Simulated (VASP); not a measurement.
# Pd (Fm-3m) in VASP: a series of runs

Runs on Pd. Level: r2SCAN. Tasks: single point, relaxation of cell and atoms.

Program: VASP 6.6.1. These are calculated values, not measurements. Logs are shortened: lines on timing, memory, paths and dates and some standing lists are left out, and cuts for length are marked.

### 1 The cell of the first run

The structure is cubic, space group Fm-3m (No. 225). The conventional cell has a = 4.013 Å, b = 4.013 Å, c = 4.013 Å, α = 90.00°, β = 90.00°, γ = 90.00°. Pd (site symmetry m-3m) has 12 Pd at 2.84 Å within 3.7 Å.

### 2 Single point, r2SCAN (volume scaled by 1.08)

Input file POSCAR:

```
Pd
1.0
    0.0000000000      2.0066743219      2.0066743219
    2.0066743219      0.0000000000      2.0066743219
    2.0066743219      2.0066743219      0.0000000000
Pd
1
Direct
    0.0000000000      0.0000000000      0.0000000000
```

Input file INCAR.step1:

```
SYSTEM = Pd
PREC = Accurate
ENCUT = 520
ISMEAR = -1
SIGMA = 0.1
LREAL = .FALSE.
LASPH = .TRUE.
NELM = 60
NBANDS = 11
GGA = PE
ALGO = Normal
EDIFF = 1E-4
LWAVE = .TRUE.
LCHARG = .FALSE.
```

Input file INCAR.step2:

```
SYSTEM = Pd
PREC = Accurate
ENCUT = 520
EDIFF = 1E-6
ISMEAR = -1
SIGMA = 0.1
LREAL = .FALSE.
LASPH = .TRUE.
NELM = 60
ALGO = Normal
ISIF = 2
LWAVE = .FALSE.
LCHARG = .FALSE.
METAGGA = R2SCAN
LMIXTAU = .TRUE.
NBANDS = 11
ISTART = 1
```

Input file KPOINTS:

```
Automatic mesh
0
G
  23 23 23
  0 0 0
```

Potentials or basis: VASP PAW PBE potentials, release 64 (Pd).

Run with:

```bash
> cat potpaw_PBE.64/Pd/POTCAR > POTCAR
> cp INCAR.step1 INCAR
> mpirun -np 1 vasp_std > vasp.out
> cp INCAR.step2 INCAR
> mpirun -np 1 vasp_std > vasp.out
```

OUTCAR:

```text
SYSTEM = Pd
   PREC = Accurate
   ENCUT = 520
   EDIFF = 1E-6
   ISMEAR = -1
   LREAL = .FALSE.
   LASPH = .TRUE.
   NELM = 60
   ISIF = 2
   METAGGA = R2SCAN
   ISTART = 1

 ion  position               nearest neighbor table
   1  0.000  0.000  0.000-

  LATTYP: Found a face centered cubic cell.
 ALAT       =     4.0133486438

  Lattice vectors:

 A1 = (   0.0000000000,   2.0066743219,   2.0066743219)
 A2 = (   2.0066743219,   0.0000000000,   2.0066743219)
 A3 = (   2.0066743219,   2.0066743219,   0.0000000000)

Analysis of symmetry for initial positions (statically):
=====================================================================
 Subroutine PRICEL returns:
 Original cell was already a primitive cell.

 Routine SETGRP: Setting up the symmetry group for a
 face centered cubic supercell.

 Subroutine GETGRP returns: Found 48 space group operations
 (whereof 48 operations were pure point group operations)
 out of a pool of 48 trial point group operations.

The static configuration has the point symmetry O_h .

Analysis of symmetry for dynamics (positions and initial velocities):
=====================================================================
 Subroutine PRICEL returns:
 Original cell was already a primitive cell.

 Routine SETGRP: Setting up the symmetry group for a
 face centered cubic supercell.

 Subroutine GETGRP returns: Found 48 space group operations
 (whereof 48 operations were pure point group operations)
 out of a pool of 48 trial point group operations.

The dynamic configuration has the point symmetry O_h .

 Subroutine INISYM returns: Found 48 space group operations
 (whereof 48 operations are pure point group operations),
 and found     1 'primitive' translations

----------------------------------------------------------------------------------------

                                     Primitive cell

  volume of cell :      16.1607

  direct lattice vectors                    reciprocal lattice vectors
     0.000000000  2.006674322  2.006674322    -0.249168485  0.249168485  0.249168485
     2.006674322  0.000000000  2.006674322     0.249168485 -0.249168485  0.249168485
     2.006674322  2.006674322  0.000000000     0.249168485  0.249168485 -0.249168485

  length of vectors
     2.837866041  2.837866041  2.837866041     0.431572475  0.431572475  0.431572475

  position of ions in fractional coordinates (direct lattice)
     0.000000000  0.000000000  0.000000000

  ion indices of the primitive-cell ions
   primitive index   ion index
                 1           1

----------------------------------------------------------------------------------------

 KPOINTS: Automatic mesh

Automatic generation of k-mesh.
 Grid dimensions read from file:
 generate k-points for:   23   23   23

 Generating k-lattice:

  Cartesian coordinates                     Fractional coordinates (reciprocal lattice)
    -0.010833412  0.010833412  0.010833412     0.043478261  0.000000000  0.000000000
     0.010833412 -0.010833412  0.010833412     0.000000000  0.043478261  0.000000000
     0.010833412  0.010833412 -0.010833412     0.000000000  0.000000000  0.043478261

  Length of vectors
     0.018764021  0.018764021  0.018764021

  Shift w.r.t. Gamma in fractional coordinates (k-lattice)
     0.000000000  0.000000000  0.000000000

 Subroutine IBZKPT returns following result:
 ===========================================

 Found    364 irreducible k-points:

 Following reciprocal coordinates:
            Coordinates               Weight
  0.000000  0.000000  0.000000      1.000000
  0.043478  0.000000  0.000000      8.000000
  0.086957  0.000000  0.000000      8.000000
  0.130435  0.000000  0.000000      8.000000
  0.173913  0.000000  0.000000      8.000000
  0.217391  0.000000  0.000000      8.000000
[... 16 lines left out ...]
  0.478261  0.043478  0.000000     24.000000
 -0.478261  0.043478  0.000000     24.000000
 [... further k-points ...]
   k-points           NKPTS =    364   k-points in BZ     NKDIM =    364   number of bands    NBANDS=     11
   number of dos      NEDOS =    301   number of ions     NIONS =      1
   total plane-waves  NPLWV =  13824
   dimension x,y,z NGX =    24 NGY =   24 NGZ =   24
   dimension x,y,z NGXF=    48 NGYF=   48 NGZF=   48
   ions per type =               1
   NGX,Y,Z   is equivalent  to a cutoff of  14.06, 14.06, 14.06 a.u.
   NGXF,Y,Z  is equivalent  to a cutoff of  28.12, 28.12, 28.12 a.u.
 SYSTEM =  Pd
   PREC   = accura    normal or accurate (medium, high low for compatibility)
   ISTART =      1    job   : 0-new  1-cont  2-samecut
   ICHARG =      0    charge: 1-file 2-atom 10-const
   ISPIN  =      1    spin polarized calculation?
   LNONCOLLINEAR =      F non collinear calculations
   LSORBIT =      F    spin-orbit coupling
   LASPH  =      T    aspherical Exc in radial PAW
   ENCUT  =  520.0 eV  38.22 Ry    6.18 a.u.   5.28  5.28  5.28*2*pi/ulx,y,z
   NELM   =     60;   NELMIN=  2; NELMDL=  0     # of ELM steps
   EDIFF  = 0.1E-05   stopping-criterion for ELM
   LREAL  =      F    real-space projection
   EDIFFG = 0.1E-04   stopping-criterion for IOM
   NSW    =      0    number of steps for IOM
   IBRION =     -1    ionic relax: 0-MD 1-quasi-New 2-CG
   NFREE  =      0    steps in history (QN), initial steepest desc. (CG)
   ISIF   =      2    stress and relaxation
   ISYM   =      2    0-nonsym 1-usesym 2-fastsym
   POTIM  = 0.5000    time-step for ionic-motion
   TEBEG  =    0.0;   TEEND  =   0.0 temperature during run
   PSTRESS=    0.0 pullay stress
   NELECT =      10.0000    total number of electrons
   NUPDOWN=      -1.0000    fix difference up-down
   EMIN   =  10.00;   EMAX   =-10.00  energy-range for DOS
   EFERMI =   0.00;   METHOD = LEGACY
   ISMEAR =    -1;   SIGMA  =   0.10  broadening in eV -4-tet -1-fermi 0-gaus
   EFERMI_NEDOS =   21; number of points for ismear=-14 and -15
   IALGO  =     38    algorithm
   IMIX   =      4    mixing-type and parameters
     AMIX     =   0.40;   BMIX     =  1.00
     AMIX_MAG =   1.60;   BMIX_MAG =  1.00
  volume/ion in A,a.u.               =      16.16       109.06
  Fermi-wavevector in a.u.,A,eV,Ry     =   1.395044  2.636251 26.478952  1.946148
  Thomas-Fermi vector in A             =   2.518534
   LORBIT       =      0    0 simple, 1 ext, 2 COOP (PROOUT), +10 PAW based schemes
   METAGGA = R2SCAN    functional components
   LHFCALC =     F    Hartree Fock is set to
   AEXX    =    0.0000 exact exchange contribution
   IVDW    =     0    specifies the selected vdW correction
   LEPSILON=     F    determine dielectric tensor
   LRPA    =     F    only Hartree local field effects (RPA)
 non-spin polarized calculation
  energy-cutoff  :      520.00
  volume of cell :       16.16
 maximum number of plane-waves:       448
 NGX is ok and might be reduce to    24
   NGX = 11   NGY = 11   NGZ = 11

 number of electron      10.0000001 magnetization

 Free energy of the ion-electron system (eV)
  ---------------------------------------------------
  ext. energy  EPLUGINS =         0.00000000
  ---------------------------------------------------
  free energy    TOTEN  =       -22.93698076 eV

  energy without entropy =      -22.87037307  energy(sigma->0) =      -22.90367692

 E-fermi :   8.1804     XC(G=0): -13.4630

 val. band max:        8.1792877067   @ k =  -0.4783   0.3043   0.0435
 cond. band min:       8.1818022568   @ k =   0.4783   0.2174   0.0000
 fundamental gap:      0.0025145501
 Fermi energy:         8.1804146268

 k-point     1 :       0.0000    0.0000    0.0000
  band No.  band energies     occupation
      1       1.6761      2.00000
      2       5.6364      2.00000
      3       5.6364      2.00000
      4       5.6364      2.00000
      5       7.0170      1.99998
      6       7.0170      1.99998
      7      26.0719      0.00000
      8      30.5086      0.00000
      9      30.5086      0.00000
     10      30.5086      0.00000
     11      30.9499      0.00000

 k-point     2 :       0.0435    0.0000    0.0000
  band No.  band energies     occupation
      1       1.7422      2.00000
      2       5.6149      2.00000
      3       5.6583      2.00000
      4       5.6583      2.00000
      5       7.0069      1.99998
      6       7.0069      1.99998
      7      26.1283      0.00000
      8      29.9945      0.00000
      9      30.5704      0.00000
     10      30.5704      0.00000
     11      30.9614      0.00000

 k-point     3 :       0.0870    0.0000    0.0000
  band No.  band energies     occupation
      1       1.9362      2.00000
      2       5.5571      2.00000
      3       5.7190      2.00000
      4       5.7190      2.00000
      5       6.9826      1.99999
      6       6.9826      1.99999
      7      26.2561      0.00000
      8      28.8666      0.00000
      9      30.7473      0.00000
     10      30.7473      0.00000
     11      30.9666      0.00000

 k-point     4 :       0.1304    0.0000    0.0000
  band No.  band energies     occupation
      1       2.2439      2.00000
      2       5.4847      2.00000
      3       5.8013      2.00000
      4       5.8013      2.00000
      5       6.9620      1.99999
      6       6.9620      1.99999
      7      26.2180      0.00000
      8      27.7016      0.00000
      9      30.9670      0.00000
     10      31.0118      0.00000
     11      31.0119      0.00000

 k-point     5 :       0.1739    0.0000    0.0000
  band No.  band energies     occupation
      1       2.6327      2.00000
      2       5.4397      2.00000
      3       5.8746      2.00000
      4       5.8746      2.00000
      5       6.9766      1.99999
      6       6.9766      1.99999
      7      25.3082      0.00000
      8      27.2448      0.00000
      9      30.9645      0.00000
     10      31.3090      0.00000
     11      31.3090      0.00000
[... 211 lines left out ...]
 k-point    21 :       0.3913    0.0435    0.0000
  band No.  band energies     occupation
      1       3.5503      2.00000
      2       5.6483      2.00000
      3       5.7312      2.00000
      4       7.1713      1.99992
      5       7.8975      1.88850
      6       8.2695      0.58174
      7      17.8818      0.00000
      8      25.9468      0.00000
      9      29.3907      0.00000
     10      30.3192      0.00000
     11      30.9812      0.00000

 k-point    22 :       0.4348    0.0435    0.0000
  band No.  band energies     occupation
      1       3.5086      2.00000
      2       5.5868      2.00000
      3       5.6680      2.00000
      4       7.5655      1.99574
      5       8.0387      1.60976
      6       9.0153      0.00047
      7      16.4883      0.00000
      8      25.6728      0.00000
      9      29.1387      0.00000
     10      29.6543      0.00000
     11      30.9679      0.00000

 k-point    23 :       0.4783    0.0435    0.0000
  band No.  band energies     occupation
      1       3.4769      2.00000
      2       5.5517      2.00000
      3       5.6263      2.00000
      4       7.7822      1.96340
      5       8.1088      1.34332
      6       9.7107      0.00000
      7      15.4628      0.00000
      8      25.5072      0.00000
      9      29.0587      0.00000
     10      29.1743      0.00000
     11      30.9646      0.00000

 k-point    24 :      -0.4783    0.0435    0.0000
  band No.  band energies     occupation
      1       3.4685      2.00000
      2       5.5465      2.00000
      3       5.6115      2.00000
      4       7.8616      1.92078
      5       8.0958      1.39932
      6       9.9419      0.00000
      7      15.1567      0.00000
      8      25.4622      0.00000
      9      28.9110      0.00000
     10      29.1915      0.00000
     11      30.9633      0.00000

 [... further k-points ...]
[... 5 lines left out ...]
  --------------------------------------------------------------------------------------
  -------------------------------------------------------------------------------------
  Total       -1.1225588     -1.1225588     -1.1225588      0.0000000     -0.0000000      0.0000000
  in kB     -111.2907319   -111.2907319   -111.2907319      0.0000000     -0.0000000      0.0000000
  external PRESSURE =    -111.2907319 kB  Pullay stress =       0.0000000 kB

 VOLUME and BASIS-vectors are now :
 -----------------------------------------------------------------------------
  energy-cutoff  :      520.00
  volume of cell :       16.16
      direct lattice vectors                 reciprocal lattice vectors
     0.000000000  2.006674322  2.006674322    -0.249168485  0.249168485  0.249168485
     2.006674322  0.000000000  2.006674322     0.249168485 -0.249168485  0.249168485
     2.006674322  2.006674322  0.000000000     0.249168485  0.249168485 -0.249168485

 POSITION                                       TOTAL-FORCE (eV/Angst)
 -----------------------------------------------------------------------------------
      0.00000      0.00000      0.00000         0.000000      0.000000      0.000000
 -----------------------------------------------------------------------------------
    total drift:                               -0.000000      0.000000     -0.000000

  FREE ENERGIE OF THE ION-ELECTRON SYSTEM (eV)
  ---------------------------------------------------
  free  energy   TOTEN  =       -22.9369807600 eV

  energy  without entropy=      -22.8703730702  energy(sigma->0) =      -22.90367692
```

Wall time 4.3 min (1 thread of Intel Xeon Platinum 8259CL at 2.50GHz (Skylake/Cascade Lake), shared host); peak memory 0.2 GiB.

Results:

* Free energy: -22.9370 eV
* Pressure: -11.1 GPa
* Band gap on the k mesh: zero (band 5 reaches 8.39 eV, above the bottom of band 6 at 6.96 eV)

Levels at points of the mesh, in eV from the Fermi level:
```
           k point  band 1  band 2  band 3  band 4  band 5  band 6  band 7  band 8  band 9  band 10
(0.00, 0.00, 0.00)   -6.50   -2.54   -2.54   -2.54   -1.16   -1.16   17.89   22.33   22.33    22.33
```

Caveat: the PAW data sets were made with another functional, which shifts forces and pressure a little.

[end of part 1 of 2]
